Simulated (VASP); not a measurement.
# NbHg2Sb3 (Cmmm) in VASP: notebook

The runs below take NbHg2Sb3 through single point, relaxation of cell and atoms, with PBEsol.

Program: VASP 6.6.1. These are calculated values, not measurements. Logs are shortened: lines on timing, memory, paths and dates and some standing lists are left out, and cuts for length are marked.

## Step 1: The cell of the first run

The structure is orthorhombic, space group Cmmm (No. 65). Conventional cell: a = 5.167 Å, b = 10.459 Å, c = 5.759 Å, α = 90.00°, β = 90.00°, γ = 90.00°. Nb (site symmetry mmm) has 10 Sb at 3.01 to 3.87 Å and 8 Hg at 4.10 Å within 4.1 Å. Hg (site symmetry 2/m) has 2 Hg at 2.58 Å and 6 Sb at 2.92 to 3.33 Å within 3.4 Å. Sb (site symmetry m2m) has 3 Nb at 3.01 to 3.69 Å and 5 Sb at 3.08 to 3.36 Å and 4 Hg at 3.33 Å within 4.0 Å. Sb (site symmetry mmm) has 4 Hg at 2.92 Å and 4 Sb at 3.26 Å and 4 Nb at 3.87 Å within 3.9 Å.

## Step 2: Single point, PBEsol

The input, INCAR:

```
SYSTEM = NbHg2Sb3
ALGO     = Normal         ! electronic algorithm
EDIFF    = 1E-6           ! SCF threshold, eV
ENCUT    = 500            ! plane-wave cutoff, eV
GGA      = PS             ! functional
GGA_COMPAT= .False.      
ISIF     = 2              ! what is computed and relaxed
ISMEAR   = -1             ! smearing method
LASPH    = .True.         ! aspherical terms in the spheres
LCHARG   = .False.        ! write CHGCAR
LREAL    = .False.        ! projectors in reciprocal space
LWAVE    = .False.        ! write WAVECAR
NBANDS   = 35             ! bands
NELM     = 120            ! most SCF steps
PREC     = Accurate       ! precision mode
SIGMA    = 0.03           ! smearing width, eV
```

The input, KPOINTS:

```
k-points
0
Gamma
  4 4 4
  0 0 0
```

The input, POSCAR:

```
NbHg2Sb3
1.0
    2.5833841685     -5.2293984642      0.0000000000
    2.5833841685      5.2293984642      0.0000000000
    0.0000000000      0.0000000000      5.7594835431
Nb Hg Sb
1 2 3
Direct
    0.5000000000      0.5000000000      0.0000000000
    0.0000000000      0.5000000000      0.5000000000
    0.5000000000      0.0000000000      0.5000000000
    0.1470524446      0.8529475554      0.0000000000
    0.8529475554      0.1470524446      0.0000000000
    0.0000000000      0.0000000000      0.5000000000
```

Potentials or basis: VASP PAW PBE potentials, release 64 (Nb_sv, Hg, Sb).

Launch:

```
cat potpaw_PBE.64/Nb_sv/POTCAR potpaw_PBE.64/Hg/POTCAR potpaw_PBE.64/Sb/POTCAR > POTCAR
mpirun -np 1 vasp_std > vasp.out
```

OUTCAR:

```text
SYSTEM = NbHg2Sb3
   EDIFF = 1E-6
   ENCUT = 500
   GGA = PS
   ISIF = 2
   ISMEAR = -1
   LASPH = .True.
   LREAL = .False.
   NELM = 120
   PREC = Accurate

 ion  position               nearest neighbor table
   1  0.500  0.500  0.000-   4 3.01   5 3.01   4 3.01   5 3.01
   2  0.000  0.500  0.500-   3 2.58   3 2.58   6 2.92   6 2.92   4 3.33   5 3.33   5 3.33   4 3.33

   3  0.500  0.000  0.500-   2 2.58   2 2.58   6 2.92   6 2.92   4 3.33   5 3.33   5 3.33   4 3.33

   4  0.147  0.853  0.000-   1 3.01   1 3.01   5 3.08   6 3.26   6 3.26   2 3.33   3 3.33   2 3.33
                             3 3.33   5 3.36   5 3.36
   5  0.853  0.147  0.000-   1 3.01   1 3.01   4 3.08   6 3.26   6 3.26   2 3.33   3 3.33   2 3.33
                             3 3.33   4 3.36   4 3.36
   6  0.000  0.000  0.500-   2 2.92   3 2.92   2 2.92   3 2.92   4 3.26   5 3.26   4 3.26   5 3.26

  LATTYP: Found a base centered orthorhombic cell.
 ALAT       =     5.1667683370
 B/A-ratio  =     2.0242434431
 C/A-ratio  =     1.1147168147

  Lattice vectors:

 A1 = (   2.5833841685,  -5.2293984642,   0.0000000000)
 A2 = (   2.5833841685,   5.2293984642,   0.0000000000)
 A3 = (   0.0000000000,   0.0000000000,   5.7594835431)

Analysis of symmetry for initial positions (statically):
=====================================================================
 Subroutine PRICEL returns:
 Original cell was already a primitive cell.

 Routine SETGRP: Setting up the symmetry group for a
 base centered orthorhombic supercell.

 Subroutine GETGRP returns: Found  8 space group operations
 (whereof  8 operations were pure point group operations)
 out of a pool of  8 trial point group operations.

The static configuration has the point symmetry D_2h.

Analysis of symmetry for dynamics (positions and initial velocities):
=====================================================================
 Subroutine PRICEL returns:
 Original cell was already a primitive cell.

 Routine SETGRP: Setting up the symmetry group for a
 base centered orthorhombic supercell.

 Subroutine GETGRP returns: Found  8 space group operations
 (whereof  8 operations were pure point group operations)
 out of a pool of  8 trial point group operations.

The dynamic configuration has the point symmetry D_2h.

 Subroutine INISYM returns: Found  8 space group operations
 (whereof  8 operations are pure point group operations),
 and found     1 'primitive' translations

----------------------------------------------------------------------------------------

                                     Primitive cell

  volume of cell :     155.6160

  direct lattice vectors                    reciprocal lattice vectors
     2.583384168 -5.229398464  0.000000000     0.193544579 -0.095613292  0.000000000
     2.583384168  5.229398464  0.000000000     0.193544579  0.095613292  0.000000000
     0.000000000  0.000000000  5.759483543     0.000000000  0.000000000  0.173626679

  length of vectors
     5.832707953  5.832707953  5.759483543     0.215873587  0.215873587  0.173626679

  position of ions in fractional coordinates (direct lattice)
     0.500000000  0.500000000  0.000000000
     1.000000000  0.500000000  0.500000000
     0.500000000  1.000000000  0.500000000
     0.147052445  0.852947555  0.000000000
     0.852947555  0.147052445  0.000000000
     0.000000000  0.000000000  0.500000000

  ion indices of the primitive-cell ions
   primitive index   ion index
                 1           1
                 2           2
                 3           3
                 4           4
                 5           5
                 6           6

----------------------------------------------------------------------------------------

 KPOINTS: k-points

Automatic generation of k-mesh.
 Grid dimensions read from file:
 generate k-points for:    4    4    4

 Generating k-lattice:

  Cartesian coordinates                     Fractional coordinates (reciprocal lattice)
     0.048386145 -0.023903323  0.000000000     0.250000000 -0.000000000  0.000000000
     0.048386145  0.023903323  0.000000000    -0.000000000  0.250000000  0.000000000
     0.000000000  0.000000000  0.043406670     0.000000000  0.000000000  0.250000000

  Length of vectors
     0.053968397  0.053968397  0.043406670

  Shift w.r.t. Gamma in fractional coordinates (k-lattice)
     0.000000000  0.000000000  0.000000000

 Subroutine IBZKPT returns following result:
 ===========================================

 Found     21 irreducible k-points:

 Following reciprocal coordinates:
            Coordinates               Weight
  0.000000  0.000000  0.000000      1.000000
  0.250000 -0.000000  0.000000      4.000000
  0.500000 -0.000000  0.000000      2.000000
  0.250000  0.250000  0.000000      2.000000
  0.500000  0.250000  0.000000      4.000000
 -0.250000  0.250000  0.000000      2.000000
[... 13 lines left out ...]
 -0.250000  0.250000  0.500000      2.000000
  0.500000  0.500000  0.500000      1.000000
   k-points           NKPTS =     21   k-points in BZ     NKDIM =     21   number of bands    NBANDS=     35
   number of dos      NEDOS =    301   number of ions     NIONS =      6
   total plane-waves  NPLWV =  96768
   dimension x,y,z NGX =    48 NGY =   48 NGZ =   42
   dimension x,y,z NGXF=    96 NGYF=   96 NGZF=   84
   ions per type =               1   2   3
   NGX,Y,Z   is equivalent  to a cutoff of  13.68, 13.68, 12.12 a.u.
   NGXF,Y,Z  is equivalent  to a cutoff of  27.36, 27.36, 24.25 a.u.
 SYSTEM =  NbHg2Sb3
   PREC   = accura    normal or accurate (medium, high low for compatibility)
   ISTART =      0    job   : 0-new  1-cont  2-samecut
   ICHARG =      2    charge: 1-file 2-atom 10-const
   ISPIN  =      1    spin polarized calculation?
   LNONCOLLINEAR =      F non collinear calculations
   LSORBIT =      F    spin-orbit coupling
   LASPH  =      T    aspherical Exc in radial PAW
   ENCUT  =  500.0 eV  36.75 Ry    6.06 a.u.  10.63 10.63 10.50*2*pi/ulx,y,z
   NELM   =    120;   NELMIN=  2; NELMDL= -5     # of ELM steps
   EDIFF  = 0.1E-05   stopping-criterion for ELM
   LREAL  =      F    real-space projection
   EDIFFG = 0.1E-04   stopping-criterion for IOM
   NSW    =      0    number of steps for IOM
   IBRION =     -1    ionic relax: 0-MD 1-quasi-New 2-CG
   NFREE  =      0    steps in history (QN), initial steepest desc. (CG)
   ISIF   =      2    stress and relaxation
   ISYM   =      2    0-nonsym 1-usesym 2-fastsym
   POTIM  = 0.5000    time-step for ionic-motion
   TEBEG  =    0.0;   TEEND  =   0.0 temperature during run
   PSTRESS=    0.0 pullay stress
   NELECT =      52.0000    total number of electrons
   NUPDOWN=      -1.0000    fix difference up-down
   EMIN   =  10.00;   EMAX   =-10.00  energy-range for DOS
   EFERMI =   0.00;   METHOD = LEGACY
   ISMEAR =    -1;   SIGMA  =   0.03  broadening in eV -4-tet -1-fermi 0-gaus
   EFERMI_NEDOS =   21; number of points for ismear=-14 and -15
   IALGO  =     38    algorithm
   IMIX   =      4    mixing-type and parameters
     AMIX     =   0.40;   BMIX     =  1.00
     AMIX_MAG =   1.60;   BMIX_MAG =  1.00
  volume/ion in A,a.u.               =      25.94       175.02
  Fermi-wavevector in a.u.,A,eV,Ry     =   1.136034  2.146792 17.559304  1.290572
  Thomas-Fermi vector in A             =   2.272739
   LORBIT       =      0    0 simple, 1 ext, 2 COOP (PROOUT), +10 PAW based schemes
   GGA     = PS    functional components
   LHFCALC =     F    Hartree Fock is set to
   AEXX    =    0.0000 exact exchange contribution
   IVDW    =     0    specifies the selected vdW correction
   LEPSILON=     F    determine dielectric tensor
   LRPA    =     F    only Hartree local field effects (RPA)
 non-spin polarized calculation
  energy-cutoff  :      500.00
  volume of cell :      155.62
 maximum number of plane-waves:      3966
 NGX is ok and might be reduce to    48
   NGX = 21   NGY = 21   NGZ = 21

 number of electron      51.9999997 magnetization

 Free energy of the ion-electron system (eV)
  ---------------------------------------------------
  ext. energy  EPLUGINS =         0.00000000
  ---------------------------------------------------
  free energy    TOTEN  =       -21.76975073 eV

  energy without entropy =      -21.74846295  energy(sigma->0) =      -21.75910684

 E-fermi :   6.3937     XC(G=0): -10.4689

 val. band max:        6.3677532424   @ k =   0.2500  -0.0000   0.2500
 cond. band min:       6.3993080545   @ k =   0.5000   0.2500   0.2500
 fundamental gap:      0.0315548121
 Fermi energy:         6.3937497148

 k-point     1 :       0.0000    0.0000    0.0000
  band No.  band energies     occupation
      1     -49.0386      2.00000
      2     -25.2392      2.00000
      3     -25.0847      2.00000
      4     -24.9578      2.00000
      5      -5.7996      2.00000
      6      -3.7339      2.00000
[... 27 lines left out ...]
     34       9.2021      0.00000
     35       9.6854      0.00000

 k-point     2 :       0.2500   -0.0000    0.0000
  band No.  band energies     occupation
      1     -49.0385      2.00000
      2     -25.2391      2.00000
      3     -25.0848      2.00000
      4     -24.9599      2.00000
      5      -5.4834      2.00000
      6      -3.2230      2.00000
[... 27 lines left out ...]
     34       9.9911      0.00000
     35      11.0595      0.00000

 k-point     3 :       0.5000   -0.0000    0.0000
  band No.  band energies     occupation
      1     -49.0385      2.00000
      2     -25.2390      2.00000
      3     -25.0848      2.00000
      4     -24.9620      2.00000
      5      -5.0488      2.00000
      6      -3.1153      2.00000
[... 27 lines left out ...]
     34      10.7328      0.00000
     35      10.8316      0.00000
[... 609 lines left out ...]
 k-point    20 :      -0.2500    0.2500    0.5000
  band No.  band energies     occupation
      1     -49.0385      2.00000
      2     -25.2393      2.00000
      3     -25.0850      2.00000
      4     -24.9578      2.00000
      5      -4.5845      2.00000
      6      -4.4173      2.00000
[... 27 lines left out ...]
     34       9.5074      0.00000
     35       9.6952      0.00000

 k-point    21 :       0.5000    0.5000    0.5000
  band No.  band energies     occupation
      1     -49.0385      2.00000
      2     -25.2393      2.00000
      3     -25.0854      2.00000
      4     -24.9579      2.00000
      5      -3.9624      2.00000
      6      -3.8796      2.00000
[... 27 lines left out ...]
     34       9.5043      0.00000
     35       9.7600      0.00000

------------------------ aborting loop because EDIFF is reached ----------------------------------------

  FORCE on cell =-STRESS in cart. coord.  units (eV):
  Direction    XX          YY          ZZ          XY          YZ          ZX
  --------------------------------------------------------------------------------------
  -------------------------------------------------------------------------------------
  Total        0.6039310      0.1051739      0.0238879      0.0000000      0.0000000      0.0000000
  in kB        6.2178991      1.0828402      0.2459432      0.0000000      0.0000000      0.0000000
  external PRESSURE =       2.5155608 kB  Pullay stress =       0.0000000 kB

 VOLUME and BASIS-vectors are now :
 -----------------------------------------------------------------------------
  energy-cutoff  :      500.00
  volume of cell :      155.62
      direct lattice vectors                 reciprocal lattice vectors
     2.583384168 -5.229398464  0.000000000     0.193544579 -0.095613292  0.000000000
     2.583384168  5.229398464  0.000000000     0.193544579  0.095613292  0.000000000
     0.000000000  0.000000000  5.759483543     0.000000000  0.000000000  0.173626679

 POSITION                                       TOTAL-FORCE (eV/Angst)
 -----------------------------------------------------------------------------------
      2.58338      0.00000      0.00000        -0.000000      0.000000      0.000000
      1.29169      2.61470      2.87974        -0.000000      0.000000      0.000000
      1.29169     -2.61470      2.87974         0.000000     -0.000000      0.000000
      2.58338      3.69141      0.00000        -0.000000     -0.003842      0.000000
      2.58338     -3.69141      0.00000        -0.000000      0.003842      0.000000
      0.00000      0.00000      2.87974        -0.000000      0.000000      0.000000
 -----------------------------------------------------------------------------------
    total drift:                                0.000000     -0.000000     -0.000000

  FREE ENERGIE OF THE ION-ELECTRON SYSTEM (eV)
  ---------------------------------------------------
  free  energy   TOTEN  =       -21.7697507306 eV

  energy  without entropy=      -21.7484629546  energy(sigma->0) =      -21.75910684
```

Run time: 82 s. Hardware: 1 thread of Intel Xeon Platinum 8488C (Sapphire Rapids), shared host; peak memory 0.35 GiB.

What came out:

- Free energy: -21.7698 eV
- Pressure: 0.3 GPa
- Largest force: 0.004 eV/Å
- Band gap on the k mesh: zero (bands 26 and 27 overlap by 0.36 eV)

Forces in eV/Å, atoms in the order of the input:
```
Nb   0.000  0.000  0.000
Hg   0.000  0.000  0.000
Hg   0.000  0.000  0.000
Sb   0.000 -0.004  0.000
Sb   0.000  0.004  0.000
Sb   0.000  0.000  0.000
```

Stress tensor (GPa, compression positive):
```
0.62 0.00 0.00
0.00 0.11 0.00
0.00 0.00 0.02
```

Caveat: the PAW data sets were made with another functional, which shifts forces and pressure a little; spin-orbit coupling is left out, which moves the levels of the heavy elements.

## Step 3: Relaxation of cell and atoms, PBEsol

This run uses another cell than the first one, of 30.93 Å³/atom.

The input, INCAR:

```
SYSTEM = NbHg2Sb3
PREC = Accurate ; ENCUT = 500
EDIFF = 1E-7 ; ISMEAR = -1
SIGMA = 0.03 ; LREAL = .FALSE.
LASPH = .TRUE. ; NELM = 120
ALGO = Normal ; ISIF = 3
LWAVE = .FALSE. ; LCHARG = .FALSE.
GGA = PS ; IBRION = 2
NSW = 100 ; EDIFFG = -0.01
GGA_COMPAT = .FALSE. ; NELMIN = 4
```

The input, KPOINTS:

```
regular mesh
0
G
  4 4 4
  0 0 0
```

The input, POSCAR:

```
NbHg2Sb3
1.0
    3.2862295600     -5.4958008500      0.0000000000
    3.2862295600      5.4958008500      0.0000000000
    0.0000000000      0.0000000000      5.1384501500
Nb Hg Sb
1 2 3
Direct
    0.5000000000      0.5000000000      0.0000000000
    0.0000000000      0.5000000000      0.5000000000
    0.5000000000      0.0000000000      0.5000000000
    0.1610669100      0.8389330900      0.0000000000
    0.8389330900      0.1610669100      0.0000000000
    0.0000000000      0.0000000000      0.5000000000
```

Potentials or basis: VASP PAW PBE potentials, release 64 (Nb_sv, Hg, Sb).

Launch:

```
cat potpaw_PBE.64/Nb_sv/POTCAR potpaw_PBE.64/Hg/POTCAR potpaw_PBE.64/Sb/POTCAR > POTCAR
mpirun -np 1 vasp_std > vasp.out
```

Wall time 37 min (1 thread of Intel Xeon Platinum 8488C (Sapphire Rapids), shared host); peak memory 0.39 GiB.

It converged, with:

* Free energy: -21.7741 eV
* Relaxed volume: 26.00 Å³/atom
* Relaxed cell: a = 5.834 Å, b = 5.834 Å, c = 5.760 Å, α = 90.00°, β = 90.00°, γ = 127.26°
* Space group after relaxing (to 0.1 Å): Cmmm (No. 65)
* Energy gained by relaxing: 371.3 meV/atom
* Ionic steps: 30
* Pressure after relaxing: 0.0 GPa
* Largest force after relaxing: 0.006 eV/Å
* Band gap on the k mesh: zero (bands 26 and 27 overlap by 0.36 eV)

Forces on the atoms (eV/Å):
```
Nb   0.000  0.000  0.000
Hg   0.000  0.000  0.000
Hg   0.000  0.000  0.000
Sb   0.000 -0.006  0.000
Sb   0.000  0.006  0.000
Sb   0.000  0.000  0.000
```

Stress tensor (GPa, compression positive):
```
 0.06  0.00  0.00
 0.00 -0.03  0.00
 0.00  0.00 -0.02
```

The path:
```
step  energy change (eV)  largest force (eV/Å)  pressure (GPa)  volume (Å³)
   1              0.0000                0.3495           -7.48       185.61
   2             -1.1734                0.6541            2.47       149.28
   3             -1.1750                0.6442            1.88       150.44
   4             -1.6931                0.3281            2.66       147.07
   5              0.3703                1.5882           24.63       132.52
   6             -1.8729                0.1333            3.53       145.20
   7             -1.7964                0.5907            8.85       139.82
   8             -1.9671                0.1670            5.26       142.98
   9             -2.0831                0.4245           -3.06       161.39
  10             -2.1610                0.3438           -0.34       153.61
  11             -2.1781                0.2886           -0.01       153.40
  12             -2.1858                0.2382            0.37       153.18
  13             -2.1690                0.1142            1.39       152.67
  14             -2.1868                0.2246            0.49       153.10
  15             -2.1950                0.1014           -0.45       155.38
  16             -2.1950                0.1081           -0.37       155.19
  17             -2.2003                0.0615            0.00       154.53
  18             -2.1928                0.2146            1.10       152.91
  19             -2.2018                0.0096            0.27       154.12
  20             -2.2059                0.0130            0.16       154.42
  21             -2.2147                0.0660           -0.06       155.29
  22             -2.2152                0.2255           -0.31       156.91
  23             -2.2185                0.1419           -0.22       156.10
  24             -2.2235                0.1170           -0.10       156.06
  25             -2.2267                0.0854            0.12       155.99
  26             -2.2273                0.0556           -0.02       156.22
  27             -2.2274                0.0237           -0.18       156.48
  28             -2.2277                0.0019           -0.09       156.24
  29             -2.2277                0.0035           -0.06       156.19
  30             -2.2278                0.0062            0.00       156.01
```

Final structure:
```
CELL_PARAMETERS angstrom
2.59113 -5.22666 0.00000
2.59113 5.22666 0.00000
0.00000 0.00000 5.75986
ATOMIC_POSITIONS crystal
Nb 0.50000 0.50000 0.00000
Hg 0.00000 0.50000 0.50000
Hg 0.50000 0.00000 0.50000
Sb 0.14722 0.85278 0.00000
Sb 0.85278 0.14722 0.00000
Sb 0.00000 0.00000 0.50000
```

Levels at points of the mesh, in eV from the Fermi level:
```tsv
k point	band 24	band 25	band 26	band 27	band 28	band 29
(0.00, 0.00, 0.00)	-0.69	-0.44	-0.22	0.15	0.51	0.59
(0.50, 0.00, 0.00)	-1.70	-0.92	-0.34	0.27	0.73	0.93
(0.50, 0.50, 0.00)	-0.72	-0.43	-0.26	-0.11	0.40	0.80
(0.00, 0.00, 0.50)	-0.86	-0.70	0.09	0.59	0.77	0.97
(0.50, 0.00, 0.50)	-0.83	-0.25	0.04	0.22	0.77	1.16
(0.50, 0.50, 0.50)	-0.60	-0.05	0.10	0.20	0.55	0.83
```

Caveat: the volume moved by over 15 % at a fixed basis, so the end points are rough; the PAW data sets were made with another functional, which shifts forces and pressure a little; spin-orbit coupling is left out, which moves the levels of the heavy elements.

The gap in the log of VASP goes by the Fermi energy; the results here count the filled bands.